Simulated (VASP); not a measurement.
The system is Ga.

```
Ga
1.0
     2.54958    0.00000    0.00000
     0.00000    2.54958    0.00000
     0.00000    0.00000    2.54958
Ga
1
Cartesian
  0.0000 0.0000 0.0000
```

This cell differs from its parent crystal: volume scaled by 0.88.

Base run:

* Program: VASP 6.6.1
* Functional: PBEsol
* Potentials or basis: VASP PAW PBE potentials, release 64 (Ga_d)
* Cutoff: 520 eV
* k mesh: 15 × 15 × 15
* Occupations: fermi-dirac, width 0.1 eV
* Spin: no spin polarisation

Its results: pressure 9.9 GPa.

Problem. The run is repeated on the same cell with these changes: functional from PBEsol to revPBE; further incar settings from ALGO = Normal; EDIFF = 1e-07; NBANDS = 12 to ALGO = Normal; EDIFF = 1e-06; NBANDS = 12. What comes out?

Solution. Pressure 16.4 GPa.

Caveats: the PAW data sets were made with another functional, which shifts forces and pressure a little.
